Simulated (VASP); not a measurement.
The system is Os.

```
CELL_PARAMETERS angstrom
2.94006 0.00000 0.00000
-1.47003 2.54617 0.00000
0.00000 0.00000 7.15382
ATOMIC_POSITIONS crystal
Os 0.00000 0.00000 0.37451
Os 0.00000 0.00000 0.62549
```

| Property | Result |
| --- | --- |
| Program | VASP 6.6.1 |
| Task | relaxation of cell and atoms |
| Functional | PBE |
| Potentials or basis | VASP PAW PBE potentials, release 64 (Os) |
| Cutoff | 600 eV |
| k mesh | 6 × 6 × 4 |
| Occupations | gaussian, width 0.1 eV |
| Spin | no spin polarisation |

At the start: pressure 31.5 GPa; volume 26.78 Å³/atom.

Question: How do energy, volume and symmetry change on relaxing?

Answer: Over 43 steps the energy falls by 2612.2 meV/atom and the volume is 17.42 Å³/atom (-34.9 %); space group P6/mmm (No. 191, to 0.05 Å).

The path:
| step | energy change (eV) | largest force (eV/Å) | pressure (GPa) | volume (Å³) |
| --- | --- | --- | --- | --- |
| 1 | 0.0000 | 24.6193 | 31.45 | 53.55 |
| 3 | -1.8664 | 0.0052 | -0.40 | 78.91 |
| 5 | -2.0552 | 0.0053 | -4.90 | 76.73 |
| 7 | -1.9819 | 0.0079 | -8.41 | 74.90 |
| 9 | -0.4476 | 0.0193 | 39.19 | 61.26 |
| 11 | -2.1254 | 0.0047 | -0.79 | 72.81 |
| 13 | -2.1406 | 0.0071 | -0.41 | 71.36 |
| 15 | -2.1994 | 0.0652 | -0.58 | 60.74 |
| 17 | 46.5453 | 79.0636 | 976.42 | 17.64 |
| 19 | -4.8667 | 0.6736 | 17.25 | 31.83 |
| 21 | -4.8739 | 0.4892 | 24.06 | 31.00 |
| 23 | -5.1156 | 1.3351 | -1.63 | 33.21 |
| 25 | -5.1516 | 1.2639 | -3.64 | 33.48 |
| 27 | -5.1880 | 0.2375 | -1.08 | 33.37 |
| 29 | -5.1912 | 0.2699 | -0.18 | 33.29 |
| 31 | -5.1939 | 0.1382 | 2.32 | 33.11 |
| 33 | -5.2027 | 0.2097 | 1.12 | 33.48 |
| 35 | -5.2113 | 0.7056 | -2.32 | 35.10 |
| 37 | -5.2195 | 0.4022 | -0.80 | 34.52 |
| 39 | -5.2203 | 0.3862 | 2.08 | 35.00 |
| 41 | -5.2242 | 0.0097 | 0.60 | 34.76 |
| 43 | -5.2244 | 0.0023 | 0.03 | 34.85 |

Final structure:
```yaml
crystal:
  lattice:
    - [2.67462, 0.00000, 0.00000]
    - [-1.33731, 2.31629, 0.00000]
    - [0.00000, 0.00000, 5.62462]
  atoms:
    - { symbol: Os, position: [0.00000, 0.00000, 0.20363] }
    - { symbol: Os, position: [0.00000, 0.00000, 0.79637] }
```

Caveat: the k points lie up to 0.45 Å⁻¹ apart in the final cell; the volume moved by over 15 % at a fixed basis, so the end points are rough.
